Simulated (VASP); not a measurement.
Here is a VASP 6.6.1 calculation.

The input INCAR:

```
SYSTEM = Ti3HN3
  PREC = Accurate
  ENCUT = 520
  EDIFF = 1E-6
  ISMEAR = 0
  SIGMA = 0.1
  LREAL = .FALSE.
  LASPH = .TRUE.
  NELM = 80
  ALGO = Fast
  ISIF = 2
  LWAVE = .FALSE.
  LCHARG = .FALSE.
  LDIPOL = .TRUE.
  IDIPOL = 3
  DIPOL = 0.5 0.5 0.330
  GGA = PE
  IBRION = 2
  NSW = 36
  EDIFFG = -0.025
```

File KPOINTS:

```
regular mesh
0
G
  9 9 1
  0 0 0
```

The input POSCAR:

```
Ti3HN3
1.0
    3.0028555065      0.0000000000      0.0000000000
    0.0000000000      3.0028555065      0.0000000000
    0.0000000000      0.0000000000     19.7584945265
Ti N H
3 3 1
Selective dynamics
Direct
    0.5000000000      0.5000000000      0.2024445736  F F F
    0.0000000000      0.0000000000      0.3072496201  F F F
    0.5000000000      0.5000000000      0.4076776418  F F F
    0.0000000000      0.0000000000      0.2024445736  F F F
    0.5000000000      0.5000000000      0.3055678856  F F F
    0.0000000000      0.0000000000      0.4179718508  F F F
    0.1250000000      0.1250000000      0.4652002263  F F T
```

Potentials or basis: VASP PAW PBE potentials, release 64 (Ti_sv, N, H).

Run with:

```console
$ cat potpaw_PBE.64/Ti_sv/POTCAR potpaw_PBE.64/N/POTCAR potpaw_PBE.64/H/POTCAR > POTCAR
$ mpirun -np 1 vasp_std > vasp.out
```

(1) What does it give for the energy gained by relaxing?

(2) What does it give for the band gap on the k mesh?

Results:

(1) 2.1 meV/atom.

(2) zero (bands 26 and 27 overlap by 1.67 eV).
